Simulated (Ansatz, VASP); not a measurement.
## One calculation of MgO, two programs

The input INCAR:

```
SYSTEM = MgO
PREC = Accurate
ENCUT = 600
EDIFF = 1E-6
ISMEAR = 0
SIGMA = 0.1
LREAL = .False.
LASPH = .True.
NELM = 80
ALGO = Normal
ISIF = 3
LWAVE = .False.
LCHARG = .False.
GGA = PE
IBRION = 2
NSW = 90
EDIFFG = -0.04
```

KPOINTS

```
regular mesh
0
Gamma
  6 6 2
  0 0 0
```

Contents of POSCAR:

```
MgO
1.0
    2.7140303300      0.0000000000      0.0000000000
   -1.3570151700      2.3504192200      0.0000000000
    0.0000000000      0.0000000000     10.4009428200
Mg O
4 4
Direct
    0.6666666700      0.3333333300      0.8771510100
    0.3333333300      0.6666666700      0.1228489900
    0.3333333300      0.6666666700      0.3771510100
    0.6666666700      0.3333333300      0.6228489900
    0.0000000000      0.0000000000      0.0000000000
    0.0000000000      0.0000000000      0.5000000000
    0.6666666700      0.3333333300      0.2500000000
    0.3333333300      0.6666666700      0.7500000000
```

Input for Ansatz:

```yaml
crystal:
  lattice:
    - [2.71403033, 0.0, 0.0]
    - [-1.35701517, 2.35041922, 0.0]
    - [0.0, 0.0, 10.40094282]
  atoms:
    - { symbol: Mg, position: [0.66666667, 0.33333333, 0.87715101] }
    - { symbol: Mg, position: [0.33333333, 0.66666667, 0.12284899] }
    - { symbol: Mg, position: [0.33333333, 0.66666667, 0.37715101] }
    - { symbol: Mg, position: [0.66666667, 0.33333333, 0.62284899] }
    - { symbol: O, position: [0.0, 0.0, 0.0] }
    - { symbol: O, position: [0.0, 0.0, 0.5] }
    - { symbol: O, position: [0.66666667, 0.33333333, 0.25] }
    - { symbol: O, position: [0.33333333, 0.66666667, 0.75] }
basis:
  ecutwfc: 420
kpoints:
  mp_grid: { grid: [6, 6, 2] }
hamiltonian:
  xc: pbe
scf:
  occupations: { method: gaussian, width: 0.1 }
  lower_state_search: "off"
output:
  forces: true
  stress: true
  eigenvalues: true
relax:
  adjacent_minimum: "off"
  f_tol: 0.04
  max_steps: 70
  cell: { stress_tol: 0.4 }
```

Alike in both runs: task relaxation of cell and atoms; functional PBE; k mesh 6 × 6 × 2; occupations gaussian, width 0.1 eV; no spin polarisation.

|  | VASP | Ansatz |
| --- | --- | --- |
| version | VASP 6.6.1 | Ansatz 0.2.0 |
| potentials or method | VASP PAW PBE potentials, release 64 (Mg, O), cutoff 600 eV | scalar-relativistic, plane waves, PAW |
| valence electrons in the cell | 32 | 64 |

VASP gave:

* gap on the k mesh at the Fermi level, each at its own relaxed structure (eV): 4.18
* relaxed volume (Å³/atom): 9.67
* relaxed cell length with the largest relative difference (Å): 10.066

Problem. Which values does Ansatz return?

Solution. gap on the k mesh at the Fermi level, each at its own relaxed structure (eV): 4.17; relaxed volume (Å³/atom): 9.70; relaxed cell length with the largest relative difference (Å): 10.079.

VASP's potentials hold 32 valence electrons a cell and Ansatz's 64, so a difference there can come from the potentials and not from the codes.

The k mesh is coarse, so the values compare programs but aren't converged. Noted on VASP's run: the volume moved by over 15 % at a fixed basis, so the end points are rough.
